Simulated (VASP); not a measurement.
# AlCo3 (Pm-3m) in VASP: a series of runs

The runs below take AlCo3 through single point, with PBEsol.

Program: VASP 6.6.1. These are calculated values, not measurements. Logs are shortened: lines on timing, memory, paths and dates and some standing lists are left out, and cuts for length are marked.

### Step 1. The cell of the first run

The structure is cubic, space group Pm-3m (No. 221). Conventional cell: a = 3.575 Å, b = 3.575 Å, c = 3.575 Å, α = 90.00°, β = 90.00°, γ = 90.00°. Co (site symmetry 4/mmm) has 8 Co at 2.53 Å and 4 Al at 2.53 Å within 3.3 Å. Within 3.3 Å of Al (site symmetry m-3m) lie 12 Co at 2.53 Å.

### Step 2. Single point, PBEsol, collinear spin, ferromagnetic start

The input, INCAR:

```
  ALGO = Normal
  EDIFF = 1E-7
  ENCUT = 520
  GGA = PS
  ISIF = 2
  ISMEAR = -1
  ISPIN = 2
  LASPH = True
  LCHARG = False
  LMAXMIX = 4
  LORBIT = 11
  LREAL = False
  LWAVE = False
  MAGMOM = 2 2 2 0
  NBANDS = 27
  NELM = 150
  PREC = Accurate
  SIGMA = 0.05
```

The input, KPOINTS:

```
k-points
0
Gamma
  8 8 8
```

The input, POSCAR:

```
AlCo3
1.0
    3.5749480000      0.0000000000      0.0000000000
    0.0000000000      3.5749480000      0.0000000000
    0.0000000000      0.0000000000      3.5749480000
Co Al
3 1
Direct
    0.0000000000      0.5000000000      0.5000000000
    0.5000000000      0.0000000000      0.5000000000
    0.5000000000      0.5000000000      0.0000000000
    0.0000000000      0.0000000000      0.0000000000
```

Potentials or basis: VASP PAW PBE potentials, release 64 (Co, Al).

Launch:

```
$ cat potpaw_PBE.64/Co/POTCAR potpaw_PBE.64/Al/POTCAR > POTCAR
$ mpirun -np 1 vasp_std > vasp.out
```

OUTCAR:

```text
EDIFF = 1E-7
   ENCUT = 520
   GGA = PS
   ISIF = 2
   ISMEAR = -1
   ISPIN = 2
   LASPH = True
   LORBIT = 11
   LREAL = False
   NELM = 150
   PREC = Accurate

 ion  position               nearest neighbor table
   1  0.000  0.500  0.500-   2 2.53   3 2.53   4 2.53   3 2.53   4 2.53   2 2.53   4 2.53   4 2.53
                             2 2.53   3 2.53   3 2.53   2 2.53
   2  0.500  0.000  0.500-   1 2.53   3 2.53   4 2.53   3 2.53   4 2.53   1 2.53   3 2.53   3 2.53
                             1 2.53   4 2.53   4 2.53   1 2.53
   3  0.500  0.500  0.000-   1 2.53   2 2.53   4 2.53   1 2.53   2 2.53   2 2.53   4 2.53   2 2.53
                             1 2.53   4 2.53   1 2.53   4 2.53
   4  0.000  0.000  0.000-   1 2.53   2 2.53   3 2.53   1 2.53   2 2.53   1 2.53   3 2.53   1 2.53
                             2 2.53   3 2.53   2 2.53   3 2.53

  LATTYP: Found a simple cubic cell.
 ALAT       =     3.5749480000

  Lattice vectors:

 A1 = (   3.5749480000,   0.0000000000,   0.0000000000)
 A2 = (   0.0000000000,   3.5749480000,   0.0000000000)
 A3 = (   0.0000000000,   0.0000000000,   3.5749480000)

Analysis of symmetry for initial positions (statically):
=====================================================================
 Subroutine PRICEL returns:
 Original cell was already a primitive cell.

 Routine SETGRP: Setting up the symmetry group for a
 simple cubic supercell.

 Subroutine GETGRP returns: Found 48 space group operations
 (whereof 48 operations were pure point group operations)
 out of a pool of 48 trial point group operations.

The static configuration has the point symmetry O_h .

Analysis of symmetry for dynamics (positions and initial velocities):
=====================================================================
 Subroutine PRICEL returns:
 Original cell was already a primitive cell.

 Routine SETGRP: Setting up the symmetry group for a
 simple cubic supercell.

 Subroutine GETGRP returns: Found 48 space group operations
 (whereof 48 operations were pure point group operations)
 out of a pool of 48 trial point group operations.

The dynamic configuration has the point symmetry O_h .

Analysis of structural, dynamic, and magnetic symmetry:
=====================================================================
 Subroutine PRICEL returns:
 Original cell was already a primitive cell.

 Routine SETGRP: Setting up the symmetry group for a
 simple cubic supercell.

 Subroutine GETGRP returns: Found 48 space group operations
 (whereof 48 operations were pure point group operations)
 out of a pool of 48 trial point group operations.

The overall configuration has the point symmetry O_h .

 Subroutine INISYM returns: Found 48 space group operations
 (whereof 48 operations are pure point group operations),
 and found     1 'primitive' translations

----------------------------------------------------------------------------------------

                                     Primitive cell

  volume of cell :      45.6887

  direct lattice vectors                    reciprocal lattice vectors
     3.574948000  0.000000000  0.000000000     0.279724348  0.000000000  0.000000000
     0.000000000  3.574948000  0.000000000     0.000000000  0.279724348  0.000000000
     0.000000000  0.000000000  3.574948000     0.000000000  0.000000000  0.279724348

  length of vectors
     3.574948000  3.574948000  3.574948000     0.279724348  0.279724348  0.279724348

  position of ions in fractional coordinates (direct lattice)
     0.000000000  0.500000000  0.500000000
     0.500000000  0.000000000  0.500000000
     0.500000000  0.500000000  0.000000000
     0.000000000  0.000000000  0.000000000

  ion indices of the primitive-cell ions
   primitive index   ion index
                 1           1
                 2           2
                 3           3
                 4           4

----------------------------------------------------------------------------------------

 KPOINTS: k-points

Automatic generation of k-mesh.
 Grid dimensions read from file:
 generate k-points for:    8    8    8

 Generating k-lattice:

  Cartesian coordinates                     Fractional coordinates (reciprocal lattice)
     0.034965544  0.000000000  0.000000000     0.125000000  0.000000000  0.000000000
     0.000000000  0.034965544  0.000000000     0.000000000  0.125000000  0.000000000
     0.000000000  0.000000000  0.034965544     0.000000000  0.000000000  0.125000000

  Length of vectors
     0.034965544  0.034965544  0.034965544

  Shift w.r.t. Gamma in fractional coordinates (k-lattice)
     0.000000000  0.000000000  0.000000000

 Subroutine IBZKPT returns following result:
 ===========================================

 Found     35 irreducible k-points:

 Following reciprocal coordinates:
            Coordinates               Weight
  0.000000  0.000000  0.000000      1.000000
  0.125000  0.000000  0.000000      6.000000
  0.250000  0.000000  0.000000      6.000000
  0.375000  0.000000  0.000000      6.000000
  0.500000  0.000000  0.000000      3.000000
  0.125000  0.125000  0.000000     12.000000
[... 16 lines left out ...]
  0.375000  0.375000  0.125000     24.000000
  0.500000  0.375000  0.125000     24.000000
 [... further k-points ...]
   k-points           NKPTS =     35   k-points in BZ     NKDIM =     35   number of bands    NBANDS=     27
   number of dos      NEDOS =    301   number of ions     NIONS =      4
   total plane-waves  NPLWV =  21952
   dimension x,y,z NGX =    28 NGY =   28 NGZ =   28
   dimension x,y,z NGXF=    56 NGYF=   56 NGZF=   56
   ions per type =               3   1
   NGX,Y,Z   is equivalent  to a cutoff of  13.02, 13.02, 13.02 a.u.
   NGXF,Y,Z  is equivalent  to a cutoff of  26.04, 26.04, 26.04 a.u.
 SYSTEM =  unknown system
   PREC   = accura    normal or accurate (medium, high low for compatibility)
   ISTART =      0    job   : 0-new  1-cont  2-samecut
   ICHARG =      2    charge: 1-file 2-atom 10-const
   ISPIN  =      2    spin polarized calculation?
   LNONCOLLINEAR =      F non collinear calculations
   LSORBIT =      F    spin-orbit coupling
   LASPH  =      T    aspherical Exc in radial PAW
   ENCUT  =  520.0 eV  38.22 Ry    6.18 a.u.   6.65  6.65  6.65*2*pi/ulx,y,z
   NELM   =    150;   NELMIN=  2; NELMDL= -5     # of ELM steps
   EDIFF  = 0.1E-06   stopping-criterion for ELM
   LREAL  =      F    real-space projection
   EDIFFG = 0.1E-05   stopping-criterion for IOM
   NSW    =      0    number of steps for IOM
   IBRION =     -1    ionic relax: 0-MD 1-quasi-New 2-CG
   NFREE  =      0    steps in history (QN), initial steepest desc. (CG)
   ISIF   =      2    stress and relaxation
   ISYM   =      2    0-nonsym 1-usesym 2-fastsym
   POTIM  = 0.5000    time-step for ionic-motion
   TEBEG  =    0.0;   TEEND  =   0.0 temperature during run
   PSTRESS=    0.0 pullay stress
   NELECT =      30.0000    total number of electrons
   NUPDOWN=      -1.0000    fix difference up-down
   EMIN   =  10.00;   EMAX   =-10.00  energy-range for DOS
   EFERMI =   0.00;   METHOD = LEGACY
   ISMEAR =    -1;   SIGMA  =   0.05  broadening in eV -4-tet -1-fermi 0-gaus
   EFERMI_NEDOS =   21; number of points for ismear=-14 and -15
   IALGO  =     38    algorithm
   IMIX   =      4    mixing-type and parameters
     AMIX     =   0.40;   BMIX     =  1.00
     AMIX_MAG =   1.60;   BMIX_MAG =  1.00
  volume/ion in A,a.u.               =      11.42        77.08
  Fermi-wavevector in a.u.,A,eV,Ry     =   1.422915  2.688919 27.547527  2.024686
  Thomas-Fermi vector in A             =   2.543568
   LORBIT       =     11    0 simple, 1 ext, 2 COOP (PROOUT), +10 PAW based schemes
   GGA     = PS    functional components
   LHFCALC =     F    Hartree Fock is set to
   AEXX    =    0.0000 exact exchange contribution
   IVDW    =     0    specifies the selected vdW correction
   LEPSILON=     F    determine dielectric tensor
   LRPA    =     F    only Hartree local field effects (RPA)
 spin polarized calculation
  energy-cutoff  :      520.00
  volume of cell :       45.69
 maximum number of plane-waves:      1245
 NGX is ok and might be reduce to    28
   NGX = 13   NGY = 13   NGZ = 13

 number of electron      30.0000033 magnetization       3.8343805

 Free energy of the ion-electron system (eV)
  ---------------------------------------------------
  ext. energy  EPLUGINS =         0.00000000
  ---------------------------------------------------
  free energy    TOTEN  =       -28.00473431 eV

  energy without entropy =      -27.95160004  energy(sigma->0) =      -27.97816718

 E-fermi :   9.9034     XC(G=0): -12.8629

 val. band max:        9.9024891719   @ k =   0.3750   0.2500   0.2500
 cond. band min:       9.9066172576   @ k =   0.3750   0.3750   0.0000
 fundamental gap:      0.0041280856
 Fermi energy:         9.9034280437

 spin component 1

 k-point     1 :       0.0000    0.0000    0.0000
  band No.  band energies     occupation
      1      -0.0612      1.00000
      2       4.9171      1.00000
      3       5.8726      1.00000
      4       5.8726      1.00000
      5       6.2157      1.00000
      6       6.2157      1.00000
[... 19 lines left out ...]
     26      23.7775      0.00000
     27      23.7775      0.00000

 k-point     2 :       0.1250    0.0000    0.0000
  band No.  band energies     occupation
      1       0.1294      1.00000
      2       4.9891      1.00000
      3       5.7750      1.00000
      4       5.9966      1.00000
      5       6.2537      1.00000
      6       6.2537      1.00000
[... 652 lines left out ...]
 k-point    24 :       0.5000    0.3750    0.1250
  band No.  band energies     occupation
      1       3.6984      1.00000
      2       4.5877      1.00000
      3       5.3504      1.00000
      4       6.3262      1.00000
      5       6.6181      1.00000
      6       6.8361      1.00000
[... 19 lines left out ...]
     26      23.5628      0.00000
     27      24.5282      0.00000

 [... further k-points ...]

 spin component 2

 k-point     1 :       0.0000    0.0000    0.0000
  band No.  band energies     occupation
      1      -0.0235      1.00000
      2       5.8877      1.00000
      3       6.7379      1.00000
      4       6.7379      1.00000
      5       7.2216      1.00000
      6       7.2216      1.00000
[... 19 lines left out ...]
     26      23.9944      0.00000
     27      23.9944      0.00000

 k-point     2 :       0.1250    0.0000    0.0000
  band No.  band energies     occupation
      1       0.1668      1.00000
      2       5.9302      1.00000
      3       6.5687      1.00000
      4       6.8733      1.00000
      5       7.2457      1.00000
      6       7.2457      1.00000
[... 652 lines left out ...]
 k-point    24 :       0.5000    0.3750    0.1250
  band No.  band energies     occupation
      1       3.7969      1.00000
      2       4.8088      1.00000
      3       5.7667      1.00000
      4       7.0177      1.00000
      5       7.3553      1.00000
      6       7.9069      1.00000
[... 19 lines left out ...]
     26      23.7701      0.00000
     27      24.5686      0.00000

 [... further k-points ...]

------------------------ aborting loop because EDIFF is reached ----------------------------------------

  FORCE on cell =-STRESS in cart. coord.  units (eV):
  Direction    XX          YY          ZZ          XY          YZ          ZX
  --------------------------------------------------------------------------------------
  -------------------------------------------------------------------------------------
  Total       -2.1767564     -2.1767564     -2.1767564      0.0000000      0.0000000     -0.0000000
  in kB      -76.3328063    -76.3328063    -76.3328063      0.0000000      0.0000000     -0.0000000
  external PRESSURE =     -76.3328063 kB  Pullay stress =       0.0000000 kB

 VOLUME and BASIS-vectors are now :
 -----------------------------------------------------------------------------
  energy-cutoff  :      520.00
  volume of cell :       45.69
      direct lattice vectors                 reciprocal lattice vectors
     3.574948000  0.000000000  0.000000000     0.279724348  0.000000000  0.000000000
     0.000000000  3.574948000  0.000000000     0.000000000  0.279724348  0.000000000
     0.000000000  0.000000000  3.574948000     0.000000000  0.000000000  0.279724348

 POSITION                                       TOTAL-FORCE (eV/Angst)
 -----------------------------------------------------------------------------------
      0.00000      1.78747      1.78747         0.000000      0.000000      0.000000
      1.78747      0.00000      1.78747         0.000000      0.000000      0.000000
      1.78747      1.78747      0.00000         0.000000      0.000000      0.000000
      0.00000      0.00000      0.00000         0.000000      0.000000      0.000000
 -----------------------------------------------------------------------------------
    total drift:                                0.000000      0.000000      0.000000

  FREE ENERGIE OF THE ION-ELECTRON SYSTEM (eV)
  ---------------------------------------------------
  free  energy   TOTEN  =       -28.0047343133 eV

  energy  without entropy=      -27.9516000430  energy(sigma->0) =      -27.97816718

 total charge

# of ion       s       p       d       tot
------------------------------------------
    1        0.472   0.510   7.315   8.297
    2        0.472   0.510   7.315   8.297
    3        0.472   0.510   7.315   8.297
    4        0.408   0.413   0.000   0.821
--------------------------------------------------
tot          1.824   1.943  21.944  25.712

 magnetization (x)

# of ion       s       p       d       tot
------------------------------------------
    1       -0.002  -0.004   1.320   1.313
    2       -0.002  -0.004   1.320   1.313
    3       -0.002  -0.004   1.320   1.313
    4       -0.002  -0.037   0.000  -0.039
--------------------------------------------------
tot         -0.009  -0.050   3.959   3.900
```

It took 50 s on 1 thread of AMD EPYC 9R45 (Zen 5), shared host; peak memory 0.18 GiB.

Results:

- Free energy: -28.0047 eV
- Pressure: -7.6 GPa
- Net moment: 3.83 μB per cell
- Site moments: Co +1.31; Al -0.04 μB
- Valence electrons inside the program's atomic spheres: Co 8.30; Al 0.82

Caveat: the PAW data sets were made with another functional, which shifts forces and pressure a little.

### Step 3. Single point, PBEsol, collinear spin, ferromagnetic start

This run uses another cell than the first one, of 11.65 Å³/atom, 1.020 times its volume.

The input, INCAR:

```
ALGO = Fast ; EDIFF = 1E-7
ENCUT = 520 ; GGA = PS
ISIF = 2 ; ISMEAR = -1
ISPIN = 2 ; LASPH = True
LCHARG = False ; LMAXMIX = 4
LORBIT = 11 ; LREAL = False
LWAVE = False ; MAGMOM = 2 2 2 0
NBANDS = 27 ; NELM = 150
PREC = Accurate ; SIGMA = 0.05
```

KPOINTS is that of step 2.

The input, POSCAR:

```
AlCo3
1.0
    3.5986238423      0.0000000000      0.0000000000
    0.0000000000      3.5986238423      0.0000000000
    0.0000000000      0.0000000000      3.5986238423
Co Al
3 1
Direct
    0.0000000000      0.5000000000      0.5000000000
    0.5000000000      0.0000000000      0.5000000000
    0.5000000000      0.5000000000      0.0000000000
    0.0000000000      0.0000000000      0.0000000000
```

Potentials or basis: VASP PAW PBE potentials, release 64 (Co, Al).

Launch:

```
$ cat potpaw_PBE.64/Co/POTCAR potpaw_PBE.64/Al/POTCAR > POTCAR
$ mpirun -np 1 vasp_std > vasp.out
```

It took 55 s on 1 thread of AMD EPYC 9R45 (Zen 5), shared host; peak memory 0.18 GiB.

Results (log left out):

```
Free energy                                           : -27.9517 eV
Pressure                                              : -10.9 GPa
Net moment                                            : 3.86 μB per cell
Site moments                                          : Co +1.32; Al -0.04 μB
Valence electrons inside the program's atomic spheres : Co 8.26; Al 0.81
```

Levels at points of the mesh, in eV from the Fermi level:
Spin up:
```tsv
k point	band 14	band 15	band 16	band 17	band 18	band 19	band 20	band 21
(0.00, 0.00, 0.00)	-0.23	-0.23	-0.23	0.79	0.79	0.79	6.55	6.55
(0.50, 0.00, 0.00)	-1.45	-1.38	-0.96	-0.23	5.38	5.38	5.49	5.49
(0.50, 0.50, 0.00)	-1.57	-1.19	-1.19	-0.74	0.71	0.71	7.96	8.05
(0.50, 0.50, 0.50)	-1.29	-1.29	-0.43	-0.43	-0.43	-0.32	3.24	4.07
```
Spin down:
| k point | band 10 | band 11 | band 12 | band 13 | band 14 | band 15 | band 16 | band 17 |
| --- | --- | --- | --- | --- | --- | --- | --- | --- |
| (0.00, 0.00, 0.00) | -0.40 | 0.57 | 0.57 | 0.80 | 0.80 | 0.80 | 0.98 | 1.15 |
| (0.50, 0.00, 0.00) | -0.91 | -0.78 | -0.21 | -0.21 | -0.21 | 0.03 | 0.65 | 1.15 |
| (0.50, 0.50, 0.00) | -1.15 | -0.37 | -0.36 | -0.30 | -0.30 | 0.08 | 0.10 | 0.24 |
| (0.50, 0.50, 0.50) | -1.14 | -0.31 | -0.31 | -0.31 | -0.19 | -0.05 | -0.05 | 0.96 |

Caveat: the PAW data sets were made with another functional, which shifts forces and pressure a little.

(Part 1 of 2 ends here.)
